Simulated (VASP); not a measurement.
Runs of VASP 6.6.1 on AgBr. The structure is that of space group Fm-3m (No. 225), or close to it. The cells are those of the table. 

| task | cell | cutoff (eV) | gap on the mesh (eV) | pressure (GPa) |
| --- | --- | --- | --- | --- |
| electric field gradients | a = 4.026 Å, angles 60.0°, 2 atoms | 400 | 0.74 | (a) |
| electric field gradients | a = 4.068 Å, angles 60.0°, 2 atoms | 400 | 0.74 | 1.8 |
| electric field gradients | a = 3.998 Å, angles 60.0°, 2 atoms | 400 | 0.75 | 4.7 |
| single point | a = 4.135 Å, angles 60.0°, 2 atoms | 500 | 0.75 | -0.2 |
| single point | a = 3.998 Å, angles 60.0°, 2 atoms | 500 | 0.75 | (b) |

Alike in all rows: level PBE; potentials or basis VASP PAW PBE potentials, release 64 (Ag, Br); no spin polarisation; k mesh 7 × 7 × 7; smearing fermi-dirac 0.03 eV.

Task: Estimate the missing entries.

Result: (a) 3.4; (b) 4.9.

A k mesh can miss the band edges, and the runs leave out spin-orbit coupling on Ag, Br.
